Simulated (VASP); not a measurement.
# MgCuGe (P4/nmm) in VASP: notebook, part 2 of 2

VASP 6.6.1. Earlier steps stand in the parts before.

### 3 Single point, RPBE

Input file INCAR:

```
SYSTEM = MgCuGe
PREC = Accurate
ENCUT = 520
EDIFF = 1E-6
ISMEAR = -1
SIGMA = 0.15
LREAL = .False.
LASPH = .True.
NELM = 60
ALGO = Normal
ISIF = 2
LWAVE = .False.
LCHARG = .False.
GGA = RP
NBANDS = 36
```

Input file KPOINTS:

```
Automatic mesh
0
Gamma
  6 6 4
  0 0 0
```

Input file POSCAR:

```
MgCuGe
1.0
    4.0053020000      0.0000000000      0.0000000000
    0.0000000000      4.0053020000      0.0000000000
    0.0000000000      0.0000000000      6.3947530000
Mg Cu Ge
2 2 2
Direct
    0.0000000000      0.0000000000      0.0000000000
    0.5000000000      0.5000000000      0.0000000000
    0.0000000000      0.5000000000      0.2980420000
    0.5000000000      0.0000000000      0.7019580000
    0.0000000000      0.5000000000      0.6779820000
    0.5000000000      0.0000000000      0.3220180000
```

Potentials or basis: VASP PAW PBE potentials, release 64 (Mg, Cu, Ge_d).

On the command line:

```sh
$ cat potpaw_PBE.64/Mg/POTCAR potpaw_PBE.64/Cu/POTCAR potpaw_PBE.64/Ge_d/POTCAR > POTCAR
$ mpirun -np 1 vasp_std > vasp.out
```

OUTCAR:

```text
SYSTEM = MgCuGe
   PREC = Accurate
   ENCUT = 520
   EDIFF = 1E-6
   ISMEAR = -1
   LREAL = .False.
   LASPH = .True.
   NELM = 60
   ISIF = 2
   GGA = RP

 ion  position               nearest neighbor table
   1  0.000  0.000  0.000-   3 2.76   4 2.76   3 2.76   4 2.76   2 2.83   2 2.83   2 2.83   2 2.83
                             5 2.87   6 2.87   6 2.87   5 2.87
   2  0.500  0.500  0.000-   3 2.76   4 2.76   4 2.76   3 2.76   1 2.83   1 2.83   1 2.83   1 2.83
                             5 2.87   6 2.87   5 2.87   6 2.87
   3  0.000  0.500  0.298-   5 2.43   2 2.76   1 2.76   1 2.76   2 2.76   6 2.84   6 2.84   6 2.84
                             6 2.84
   4  0.500  0.000  0.702-   6 2.43   2 2.76   1 2.76   2 2.76   1 2.76   5 2.84   5 2.84   5 2.84
                             5 2.84
   5  0.000  0.500  0.678-   3 2.43   4 2.84   4 2.84   4 2.84   4 2.84   1 2.87   2 2.87   2 2.87
                             1 2.87
   6  0.500  0.000  0.322-   4 2.43   3 2.84   3 2.84   3 2.84   3 2.84   1 2.87   1 2.87   2 2.87
                             2 2.87

  LATTYP: Found a simple tetragonal cell.
 ALAT       =     4.0053020000
 C/A-ratio  =     1.5965719938

[... 186 lines left out ...]
  free energy    TOTEN  =       -17.08661193 eV

  energy without entropy =      -16.87146471  energy(sigma->0) =      -16.97903832

 E-fermi :   5.3934     XC(G=0): -10.4941

 val. band max:        5.2801792673   @ k =   0.3333   0.3333   0.0000
 cond. band min:       5.4048665808   @ k =   0.3333   0.0000   0.2500
 fundamental gap:      0.1246873135
 Fermi energy:         5.3933713755

 k-point     1 :       0.0000    0.0000    0.0000
  band No.  band energies     occupation
      1     -19.0672      2.00000
      2     -19.0657      2.00000
      3     -19.0625      2.00000
      4     -19.0592      2.00000
      5     -19.0388      2.00000
      6     -19.0380      2.00000
[... 925 lines left out ...]
     35      10.8201      0.00000
     36      10.8201      0.00000

 [... further k-points ...]
[... 5 lines left out ...]
  --------------------------------------------------------------------------------------
  -------------------------------------------------------------------------------------
  Total        1.9263073      1.9263073      1.8618216      0.0000000      0.0000000      0.0000000
  in kB       30.0844332     30.0844332     29.0773176      0.0000000      0.0000000      0.0000000
  external PRESSURE =      29.7487280 kB  Pullay stress =       0.0000000 kB

 VOLUME and BASIS-vectors are now :
 -----------------------------------------------------------------------------
  energy-cutoff  :      520.00
  volume of cell :      102.59
      direct lattice vectors                 reciprocal lattice vectors
     4.005302000  0.000000000  0.000000000     0.249669064  0.000000000  0.000000000
     0.000000000  4.005302000  0.000000000     0.000000000  0.249669064  0.000000000
     0.000000000  0.000000000  6.394753000     0.000000000  0.000000000  0.156378206

 POSITION                                       TOTAL-FORCE (eV/Angst)
 -----------------------------------------------------------------------------------
      0.00000      0.00000      0.00000         0.000000     -0.000000      0.000000
      2.00265      2.00265      0.00000         0.000000      0.000000      0.000000
      0.00000      2.00265      1.90590        -0.000000     -0.000000      0.033423
      2.00265      0.00000      4.48885        -0.000000     -0.000000     -0.033423
      0.00000      2.00265      4.33553        -0.000000      0.000000     -0.047549
      2.00265      0.00000      2.05923         0.000000     -0.000000      0.047549
 -----------------------------------------------------------------------------------
    total drift:                                0.000000      0.000000      0.000000

  FREE ENERGIE OF THE ION-ELECTRON SYSTEM (eV)
  ---------------------------------------------------
  free  energy   TOTEN  =       -17.0866119252 eV

  energy  without entropy=      -16.8714647067  energy(sigma->0) =      -16.97903832
```

OSZICAR:

```text
N       E                     dE             d eps       ncg     rms          rms(c)
DAV:   1     0.484751748875E+03    0.48475E+03   -0.24498E+04  2476   0.324E+03
DAV:   2     0.652966866118E+02   -0.41946E+03   -0.40433E+03  2160   0.735E+02
DAV:   3    -0.156443718356E+02   -0.80941E+02   -0.78656E+02  2324   0.207E+02
DAV:   4    -0.197988465505E+02   -0.41545E+01   -0.40983E+01  2640   0.550E+01
DAV:   5    -0.199309707878E+02   -0.13212E+00   -0.13199E+00  2776   0.104E+01    0.166E+01
DAV:   6    -0.236383963856E+02   -0.37074E+01   -0.66576E+01  2684   0.148E+02    0.149E+01
DAV:   7    -0.174176195657E+02    0.62208E+01   -0.17535E+01  2724   0.696E+01    0.418E+00
DAV:   8    -0.170832299254E+02    0.33439E+00   -0.24031E+00  3076   0.245E+01    0.122E+00
DAV:   9    -0.170907175257E+02   -0.74876E-02   -0.25573E-01  2420   0.312E+00    0.511E-01
DAV:  10    -0.170874188285E+02    0.32987E-02   -0.10552E-02  3140   0.158E+00    0.262E-01
DAV:  11    -0.170866388503E+02    0.77998E-03   -0.52913E-03  3164   0.131E+00    0.499E-02
DAV:  12    -0.170866466246E+02   -0.77743E-05   -0.77587E-04  2440   0.248E-01    0.437E-02
DAV:  13    -0.170866125773E+02    0.34047E-04   -0.79119E-05  3132   0.164E-01    0.104E-02
DAV:  14    -0.170866135098E+02   -0.93240E-06   -0.30745E-05  2836   0.685E-02    0.106E-02
DAV:  15    -0.170866117466E+02    0.17631E-05   -0.84675E-06  2356   0.529E-02    0.936E-04
DAV:  16    -0.170866119252E+02   -0.17854E-06   -0.71183E-07  1272   0.626E-03
   1 F= -.17086612E+02 E0= -.16979038E+02  d E =-.215147E+00
```

stdout:

```text
POSCAR found type information on POSCAR MgCuGe
 POSCAR found :  3 types and       6 ions
 scaLAPACK will be used
 -----------------------------------------------------------------------------
|                                                                             |
|                                                                             |
|     You enforced a specific xc type in the INCAR file but a different       |
|     I HOPE YOU KNOW WHAT YOU ARE DOING!                                     |
|                                                                             |
 -----------------------------------------------------------------------------

 LDA part: xc-table for (Slater+PW92), standard interpolation
 POSCAR, INCAR and KPOINTS ok, starting setup
 FFT: planning ... GRIDC
 FFT: planning ... GRID_SOFT
 FFT: planning ... GRID
 WAVECAR not read
 entering main loop
```

Run time: 2.5 min. Hardware: 1 thread of Oxide Virtual Turin-like, shared host; peak memory 0.23 GiB.

Results:

| Property | Result |
| --- | --- |
| Free energy | -17.0866 eV |
| Pressure | 3.0 GPa |
| Largest force | 0.048 eV/Å |
| Band gap on the k mesh | zero (bands 27 and 28 overlap by 3.71 eV) |

Forces in eV/Å, atoms in the order of the input:
```
Mg   0.000  0.000  0.000
Mg   0.000  0.000  0.000
Cu   0.000  0.000  0.033
Cu   0.000  0.000 -0.033
Ge   0.000  0.000 -0.048
Ge   0.000  0.000  0.048
```

Stress tensor (GPa, compression positive):
```
3.01 0.00 0.00
0.00 3.01 0.00
0.00 0.00 2.91
```

Caveat: the PAW data sets were made with another functional, which shifts forces and pressure a little.

### 4 Single point, BLYP

Input file INCAR:

```
AGGAC = 1.0 ; AGGAX = 1.0
ALDAC = 0.0 ; ALDAX = 1.0
ALGO = Normal ; EDIFF = 1E-7
ENCUT = 520 ; GGA = B5
ISIF = 2 ; ISMEAR = -1
LASPH = T ; LCHARG = T
LELF = T ; LREAL = F
LVHAR = T ; LWAVE = F
NBANDS = 36 ; NELM = 100
PREC = Accurate ; SIGMA = 0.15
```

Input file KPOINTS:

```
k-points
0
Gamma
  6 6 4
```

POSCAR is that of step 3.

On the command line:

```sh
$ cat potpaw_PBE.64/Mg/POTCAR potpaw_PBE.64/Cu/POTCAR potpaw_PBE.64/Ge_d/POTCAR > POTCAR
$ mpirun -np 1 vasp_std > vasp.out
```

Run time: 4.9 min. Hardware: 1 thread of Oxide Virtual Turin-like, shared host; peak memory 0.23 GiB.

The run converged. Its results:

```
Free energy            : -14.7691 eV
Pressure               : 4.3 GPa
Largest force          : 0.154 eV/Å
Band gap on the k mesh : zero (bands 27 and 28 overlap by 3.71 eV)
```

Forces in eV/Å, atoms in the order of the input:
```
Mg   0.000  0.000  0.000
Mg   0.000  0.000  0.000
Cu   0.000  0.000 -0.154
Cu   0.000  0.000  0.154
Ge   0.000  0.000  0.081
Ge   0.000  0.000 -0.081
```

Stress tensor (GPa, compression positive):
```
4.84 0.00 0.00
0.00 4.84 0.00
0.00 0.00 3.13
```

Levels at points of the mesh, in eV from the Fermi level:
```tsv
k point	band 23	band 24	band 25	band 26	band 27	band 28	band 29	band 30	band 31	band 32
(0.00, 0.00, 0.00)	-2.94	-1.21	-1.21	-0.97	1.07	1.12	1.12	1.20	4.05	4.70
(0.50, 0.00, 0.00)	-2.82	-2.82	-2.09	-2.09	1.44	1.44	3.03	3.03	4.73	4.73
(0.50, 0.50, 0.00)	-2.54	-2.54	-2.03	-2.03	-1.66	-1.66	-1.42	-1.42	2.22	2.22
(0.00, 0.00, 0.50)	-1.71	-1.44	-0.57	-0.57	0.02	0.13	0.13	1.15	4.31	4.49
(0.50, 0.00, 0.50)	-2.81	-2.81	0.37	0.37	1.28	1.28	1.78	1.78	3.48	3.48
(0.50, 0.50, 0.50)	-2.62	-2.62	-2.47	-2.47	-2.13	-2.13	1.25	1.25	3.86	3.86
```

Caveat: the cell stands under pressure; the PAW data sets were made with another functional, which shifts forces and pressure a little.

### 5 Summary

| level | potentials or basis | gap on the mesh (eV) | pressure (GPa) | largest force (eV/Å) |
| --- | --- | --- | --- | --- |
| LDA | VASP PAW LDA potentials, release 64 (Mg, Cu, Ge_d) | none | -5.4 | 0.22 |
| RPBE | VASP PAW PBE potentials, release 64 (Mg, Cu, Ge_d) | none | 3.0 | 0.05 |
| BLYP | VASP PAW PBE potentials, release 64 (Mg, Cu, Ge_d) | none | 4.3 | 0.15 |

Alike in all rows: task single point; no spin polarisation; cell as given; k mesh 6 × 6 × 4; cutoff (eV) 520; smearing fermi-dirac 0.15 eV.

Caveats: the PAW data sets were made with another functional, which shifts forces and pressure a little (at least some runs); the cell stands under tension (at least some runs); the cell stands under pressure (at least some runs).

Absolute energies hang on the potentials; compare differences alone.

The gap in the log of VASP goes by the Fermi energy; the results here count the filled bands.